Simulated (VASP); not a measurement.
# Y (P6_3/mmc) in VASP: a series of runs, part 2 of 2

VASP 6.6.1.

### Step 3. Single point, PBEsol

This run uses another cell than the first one, of 31.47 Å³/atom.

Contents of INCAR:

```
ALGO     = Fast           # electronic algorithm
EDIFF    = 1E-6           # SCF threshold, eV
ENCUT    = 520            # plane-wave cutoff, eV
GGA      = PS             # functional
ISIF     = 2              # what is computed and relaxed
ISMEAR   = -1             # smearing method
LASPH    = T              # aspherical terms in the spheres
LCHARG   = F              # write CHGCAR
LREAL    = F              # projectors in reciprocal space
LWAVE    = F              # write WAVECAR
NBANDS   = 18             # bands
NELM     = 80             # most SCF steps
PREC     = Accurate       # precision mode
SIGMA    = 0.15           # smearing width, eV
```

Contents of KPOINTS:

```
k-points
0
Gamma
  15 15 8
```

Contents of POSCAR:

```
Y
1.0
    3.5922812677      0.0000000000      0.0000000000
   -1.7961406339      3.1110068354      0.0000000000
    0.0000000000      0.0000000000      5.6313822130
Y
2
Direct
    0.3333333333      0.6666666667      0.2500000000
    0.6666666667      0.3333333333      0.7500000000
```

Potentials or basis: VASP PAW PBE potentials, release 64 (Y_sv).

Launch:

```console
> cat potpaw_PBE.64/Y_sv/POTCAR > POTCAR
> mpirun -np 1 vasp_std > vasp.out
```

OUTCAR:

```text
EDIFF = 1E-6
   ENCUT = 520
   GGA = PS
   ISIF = 2
   ISMEAR = -1
   LASPH = T
   LREAL = F
   NELM = 80
   PREC = Accurate

 ion  position               nearest neighbor table
   1  0.333  0.667  0.250-   2 3.50   2 3.50   2 3.50   2 3.50   2 3.50   2 3.50
   2  0.667  0.333  0.750-   1 3.50   1 3.50   1 3.50   1 3.50   1 3.50   1 3.50

  LATTYP: Found a hexagonal cell.
 ALAT       =     3.5922812677
 C/A-ratio  =     1.5676339889

  Lattice vectors:

 A1 = (   3.5922812677,   0.0000000000,   0.0000000000)
 A2 = (  -1.7961406339,   3.1110068354,   0.0000000000)
 A3 = (   0.0000000000,   0.0000000000,   5.6313822130)

Analysis of symmetry for initial positions (statically):
=====================================================================
 Subroutine PRICEL returns:
 Original cell was already a primitive cell.

 Routine SETGRP: Setting up the symmetry group for a
 hexagonal supercell.

 Subroutine GETGRP returns: Found 24 space group operations
[... 156 lines left out ...]
   NGX = 13   NGY = 13   NGZ = 21

 number of electron      22.0000001 magnetization

 Free energy of the ion-electron system (eV)
  ---------------------------------------------------
  ext. energy  EPLUGINS =         0.00000000
  ---------------------------------------------------
  free energy    TOTEN  =       -13.77026875 eV

  energy without entropy =      -13.52599613  energy(sigma->0) =      -13.64813244

 E-fermi :   3.0935     XC(G=0):  -9.7016

 val. band max:        3.0922824976   @ k =   0.2000   0.0000   0.2500
 cond. band min:       3.1014462991   @ k =   0.2000   0.0667   0.0000
 fundamental gap:      0.0091638015
 Fermi energy:         3.0934703020

 k-point     1 :       0.0000    0.0000    0.0000
  band No.  band energies     occupation
      1     -39.3919      2.00000
      2     -39.3023      2.00000
      3     -19.7531      2.00000
      4     -19.1918      2.00000
      5     -19.1918      2.00000
      6     -19.0882      2.00000
[... 481 lines left out ...]
      5     -19.4130      2.00000
      6     -19.4039      2.00000
[... 10 lines left out ...]
     17       8.2696      0.00000
     18       8.5630      0.00000

 [... further k-points ...]
[... 5 lines left out ...]
  --------------------------------------------------------------------------------------
  -------------------------------------------------------------------------------------
  Total       -0.0469376     -0.0469376     -0.0445827      0.0000000      0.0000000     -0.0000000
  in kB       -1.1949382     -1.1949382     -1.1349858      0.0000000      0.0000000     -0.0000000
  external PRESSURE =      -1.1749541 kB  Pullay stress =       0.0000000 kB

 VOLUME and BASIS-vectors are now :
 -----------------------------------------------------------------------------
  energy-cutoff  :      520.00
  volume of cell :       62.93
      direct lattice vectors                 reciprocal lattice vectors
     3.592281268  0.000000000  0.000000000     0.278374639  0.160719673  0.000000000
    -1.796140634  3.111006835  0.000000000     0.000000000  0.321439345  0.000000000
     0.000000000  0.000000000  5.631382213     0.000000000  0.000000000  0.177576297

 POSITION                                       TOTAL-FORCE (eV/Angst)
 -----------------------------------------------------------------------------------
     -0.00000      2.07400      1.40785        -0.000000      0.000000      0.000000
      1.79614      1.03700      4.22354         0.000000     -0.000000      0.000000
 -----------------------------------------------------------------------------------
    total drift:                               -0.000000      0.000000     -0.000000

  FREE ENERGIE OF THE ION-ELECTRON SYSTEM (eV)
  ---------------------------------------------------
  free  energy   TOTEN  =       -13.7702687546 eV

  energy  without entropy=      -13.5259961339  energy(sigma->0) =      -13.64813244
```

Run time: 89 s. Hardware: 1 thread of Intel Xeon 6975P-C (Granite Rapids), shared host; peak memory 0.29 GiB.

What came out:

```yaml
Free_energy: -13.7703 eV
Pressure: -0.1 GPa
Band_gap_on_the_k_mesh: zero (bands 11 and 12 overlap by 1.47 eV)
```

Caveat: the PAW data sets were made with another functional, which shifts forces and pressure a little.

### Step 4. Relaxation of cell and atoms, PBEsol

This run uses another cell than the first one, of the same volume but with other edges.

Contents of INCAR:

```
PREC = Accurate
ENCUT = 600
EDIFF = 1E-6
ISMEAR = -1
SIGMA = 0.15
LREAL = False
LASPH = True
NELM = 60
ALGO = Fast
ISIF = 3
LWAVE = False
LCHARG = False
GGA = PS
IBRION = 2
NSW = 80
EDIFFG = -0.001
```

Contents of KPOINTS:

```
Automatic mesh
0
Gamma
  15 15 8
```

Contents of POSCAR:

```
Y
1.0
    3.5978211078      0.0000000000      0.0000000000
   -1.7989105539      3.1158044777      0.0000000000
    0.0000000000      0.0000000000      5.5845827573
Y
2
Direct
    0.3333333333      0.6666666667      0.2500000000
    0.6666666667      0.3333333333      0.7500000000
```

Launch:

```console
> cat potpaw_PBE.64/Y_sv/POTCAR > POTCAR
> mpirun -np 1 vasp_std > vasp.out
```

Wall time 5.4 min (1 thread of Intel Xeon 6975P-C (Granite Rapids), shared host); peak memory 0.33 GiB.

It converged, with:

```yaml
Free_energy: -13.7705 eV
Relaxed_volume: 31.36 Å³/atom
Relaxed_cell: a = 3.588 Å, b = 3.588 Å, c = 5.626 Å, α = 90.00°, β = 90.00°, γ = 120.00°
Space_group_after_relaxing_to_0.1_Å: P6_3/mmc (No. 194)
Energy_gained_by_relaxing: 0.4 meV/atom
Ionic_steps: 8
Pressure_after_relaxing: 0.0 GPa
Band_gap_on_the_k_mesh: zero (bands 11 and 12 overlap by 1.48 eV)
```

The path:
```
step  energy change (eV)  largest force (eV/Å)  pressure (GPa)  volume (Å³)
   1              0.0000                0.0000            0.10        62.60
   2             -0.0007                0.0000           -0.01        62.79
   3             -0.0007                0.0000           -0.13        62.94
   4             -0.0008                0.0000           -0.08        62.89
   5             -0.0008                0.0000            0.00        62.74
   6             -0.0008                0.0000           -0.02        62.74
   7             -0.0008                0.0000            0.04        62.72
   8             -0.0008                0.0000            0.00        62.73
```

Final structure:
```
Y
1.0
     3.58811    0.00000    0.00000
    -1.79406    3.10740    0.00000
     0.00000    0.00000    5.62615
Y
2
Direct
  0.33333 0.66667 0.25000
  0.66667 0.33333 0.75000
```

Levels at points of the mesh, in eV from the Fermi level:
```tsv
k point	band 7	band 8	band 9	band 10	band 11	band 12	band 13	band 14	band 15
(0.00, 0.00, 0.00)	-22.17	-22.14	-4.77	-1.94	1.05	1.78	1.78	2.10	2.43
(0.00, 0.00, 0.50)	-22.22	-22.22	-3.27	-3.27	0.97	0.97	1.70	1.70	1.70
```

Caveat: the PAW data sets were made with another functional, which shifts forces and pressure a little.

### Step 5. The runs side by side

| task | cell | k mesh | cutoff (eV) | smearing | gap on the mesh (eV) | pressure (GPa) |
| --- | --- | --- | --- | --- | --- | --- |
| single point | a = 3.598, b = 6.643 Å, angles 74.3, 60.0, 105.7°, 2 atoms, atomic positions A | 10 × 6 × 13 | 520 | gaussian 0.1 eV | none | -0.1 |
| single point | a = 3.592, b = 3.592, c = 5.631 Å, angles 90.0, 90.0, 120.0°, 2 atoms, atomic positions B | 15 × 15 × 8 | 520 | fermi-dirac 0.15 eV | none | -0.1 |
| relaxation of cell and atoms | relaxed from a = 3.598, b = 3.598, c = 5.585 Å, angles 90.0, 90.0, 120.0°, 2 atoms, atomic positions B | 15 × 15 × 8 | 600 | fermi-dirac 0.15 eV | none | 0.0 |

Alike in all rows: level PBEsol; potentials or basis VASP PAW PBE potentials, release 64 (Y_sv); no spin polarisation.

Caveats: the PAW data sets were made with another functional, which shifts forces and pressure a little.

Total energies depend on the potentials used, so only differences within one code and one set of settings carry meaning.
